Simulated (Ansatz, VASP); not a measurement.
Two plane-wave programs on In3Sb2

```
CELL_PARAMETERS angstrom
4.97620 0.00000 0.00000
-2.48810 4.30951 0.00000
0.00000 0.00000 7.40087
ATOMIC_POSITIONS crystal
In 0.00000 0.00000 0.00000
In 0.33333 0.66667 0.64334
In 0.66667 0.33333 0.35666
Sb 0.33333 0.66667 0.22472
Sb 0.66667 0.33333 0.77528
```

Alike in both runs: functional PBE; k mesh 12 × 12 × 6; occupations gaussian, width 0.1 eV; no spin polarisation.

Ansatz relaxed the structure, and its values are those at the end. VASP's run is a single point on that final structure, the one shown.

|  | VASP | Ansatz |
| --- | --- | --- |
| version | VASP 6.6.1 | Ansatz 0.2.0 |
| potentials or method | VASP PAW PBE potentials, release 64 (In_d, Sb), cutoff 520 eV | scalar-relativistic, plane waves, PAW |
| valence electrons in the cell | 49 | 69 |

Ansatz gave:

```
gap on the k mesh at the Fermi level (eV) : none
pressure (GPa)                            : 0.0
rms of the force components (eV/Å)        : 0.000
```

Problem. Which values does VASP return?

Solution. gap on the k mesh at the Fermi level (eV): none; pressure (GPa): 0.0; rms of the force components (eV/Å): 0.003.

A gap of «none» marks a metal or a gap that the smearing closes. The functional is the same, so the differences come from potentials, cutoffs and numerics. VASP's potentials hold 49 valence electrons a cell and Ansatz's 69, so a difference there can come from the potentials and not from the codes.

Neither program's run includes spin-orbit coupling.
